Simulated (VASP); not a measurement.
Write the native input for VASP 6.6.1 that does the following.

| Item | Value |
| --- | --- |
| Task | single point |
| Functional | PBEsol |
| Potentials or basis | VASP PAW PBE potentials, release 64 (S, W_sv) |
| Cutoff | 520 eV |
| k mesh | 9 × 9 × 1 |
| Occupations | gaussian, width 0.05 eV |
| Spin | no spin polarisation |
| Dipole correction | yes |
| Further INCAR settings | ALGO = Normal; EDIFF = 1e-06; NBANDS = 49 |

The structure of WS2 lies in POSCAR:

```
WS2
1.0
    3.1460942077      0.0000000000      0.0000000000
   -1.5730471038      2.7245975066      0.0000000000
    0.0000000000      0.0000000000     30.8310614783
S W
6 3
Direct
    0.6666666667      0.3333333333      0.2432611672
    0.6666666667      0.3333333333      0.3449362597
    0.3333333333      0.6666666667      0.4491624537
    0.3333333333      0.6666666667      0.5508375463
    0.6666666667      0.3333333333      0.6550637403
    0.6666666667      0.3333333333      0.7567388328
    0.3333333333      0.6666666667      0.2940987134
    0.6666666667      0.3333333333      0.5000000000
    0.3333333333      0.6666666667      0.7059012866
```

The input as run:

INCAR

```
ALGO = Normal
DIPOL = 0.5 0.5 0.500
EDIFF = 1E-6
ENCUT = 520
GGA = PS
IDIPOL = 3
ISIF = 2
ISMEAR = 0
LASPH = True
LCHARG = False
LDIPOL = True
LREAL = False
LWAVE = False
NBANDS = 49
NELM = 100
PREC = Accurate
SIGMA = 0.05
```

KPOINTS

```
k-points
0
Gamma
  9 9 1
```

Potentials or basis: VASP PAW PBE potentials, release 64 (S, W_sv).

Launch:

```sh
$ cat potpaw_PBE.64/S/POTCAR potpaw_PBE.64/W_sv/POTCAR > POTCAR
$ mpirun -np 1 vasp_std > vasp.out
```

It gave:

```
Largest force          : 0.027 eV/Å
Band gap on the k mesh : 1.44 eV, indirect (least direct gap 1.89 eV)
```

Caveat: the PAW data sets were made with another functional, which shifts forces and pressure a little; spin-orbit coupling is left out, which moves the levels of the heavy elements.

It took 100 s on 1 thread of Intel(R) Xeon(R) 6975P-C (Granite Rapids), with other jobs on the host, peak memory 0.41 GiB.
